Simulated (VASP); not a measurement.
Set up this calculation in VASP 6.6.1, as the native input.

```yaml
Task: single point
Functional: PBE
Dispersion: D3(BJ)
Potentials_or_basis: VASP PAW PBE potentials, release 64 (Li_sv)
Cutoff: 520 eV
k_mesh: 8 × 8 × 8
Occupations: gaussian, width 0.15 eV
Spin: no spin polarisation
Dipole_correction: no
Further_INCAR_settings: ALGO = Normal; EDIFF = 1e-06; NBANDS = 14
```

The structure of Li lies in POSCAR:

```
Li
1.0
    4.1769653562      0.0000000000      0.0000000000
    0.0000000000     -4.1769653562      0.0000000000
    0.0000000000      0.0000000000     -4.1769653562
Li
4
Direct
    0.0164687481      0.4182411961      0.4068690593
    0.4608893142     -0.1178248620      0.4943119718
    0.4610330676      0.6190145330      0.0437242021
    0.0616088701      0.0805691329      0.0550947668
```

This cell differs from its parent crystal: atoms moved at random.

The input as run:

INCAR

```
  PREC = Accurate
  ENCUT = 520
  EDIFF = 1E-6
  ISMEAR = 0
  SIGMA = 0.15
  LREAL = False
  LASPH = True
  NELM = 100
  ALGO = Normal
  ISIF = 2
  LWAVE = False
  LCHARG = False
  GGA = PE
  IVDW = 12
  NBANDS = 14
```

KPOINTS

```
regular mesh
0
Gamma
  8 8 8
```

Potentials or basis: VASP PAW PBE potentials, release 64 (Li_sv).

Command:

```console
$ cat potpaw_PBE.64/Li_sv/POTCAR > POTCAR
$ mpirun -np 1 vasp_std > vasp.out
```

It gave:

```json
{
  "Largest force": "1.687 eV/Å",
  "Band gap on the k mesh": "zero (band 6 reaches 2.46 eV, above the bottom of band 7 at 0.43 eV)",
  "Dispersion energy per atom": "-0.189 eV"
}
```

Caveat: the cell differs from its parent crystal (atoms moved at random); forces of over 1 eV/Å act on the atoms, so gaps and moduli don't describe the material at rest.

Wall time 48 s on 1 thread of Intel(R) Xeon(R) 6975P-C (Granite Rapids), with other jobs on the host, peak memory 0.31 GiB.
